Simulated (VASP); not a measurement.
Set up this calculation in VASP 6.6.1, as the native input.

```yaml
Task: single point
Functional: PBE
Potentials_or_basis: VASP PAW PBE potentials, release 64 (Rh_pv)
Cutoff: 520 eV
k_mesh: 6 × 6 × 6
Occupations: gaussian, width 0.1 eV
Spin: no spin polarisation
Dipole_correction: no
Further_INCAR_settings: ALGO = Fast; EDIFF = 1e-06; NBANDS = 22
```

The structure of Rh lies in POSCAR:

```
Rh
1.0
    1.3473380266      0.7778859723      4.6765387918
   -1.3473380266      0.7778859723      4.6765387918
    0.0000000000     -1.5557719447      4.6765387918
Rh
2
Direct
    0.0890441859      0.0890441859      0.0890441859
    0.9109558141      0.9109558141      0.9109558141
```

One way to write it, as run:

INCAR

```
SYSTEM = Rh
PREC     = Accurate       ! precision mode
ENCUT    = 520            ! plane-wave cutoff, eV
EDIFF    = 1E-6           ! SCF threshold, eV
ISMEAR   = 0              ! smearing method
SIGMA    = 0.1            ! smearing width, eV
LREAL    = .False.        ! projectors in reciprocal space
LASPH    = .True.         ! aspherical terms in the spheres
NELM     = 80             ! most SCF steps
ALGO     = Fast           ! electronic algorithm
ISIF     = 2              ! what is computed and relaxed
LWAVE    = .False.        ! write WAVECAR
LCHARG   = .False.        ! write CHGCAR
GGA      = PE             ! functional
NBANDS   = 22             ! bands
```

KPOINTS

```
Automatic mesh
0
Gamma
  6 6 6
  0 0 0
```

Potentials or basis: VASP PAW PBE potentials, release 64 (Rh_pv).

Command:

```sh
$ cat potpaw_PBE.64/Rh_pv/POTCAR > POTCAR
$ mpirun -np 1 vasp_std > vasp.out
```

It gave:

```
Pressure               : 0.0 GPa
Largest force          : 0.009 eV/Å
Band gap on the k mesh : zero (bands 15 and 16 overlap by 2.10 eV)
```

Caveat: the k points lie up to 0.45 Å⁻¹ apart, too coarse for converged energies and pressures of a metal.

Wall time 25 s on 1 thread of Intel(R) Xeon(R) 6975P-C (Granite Rapids), with other jobs on the host, peak memory 0.24 GiB.
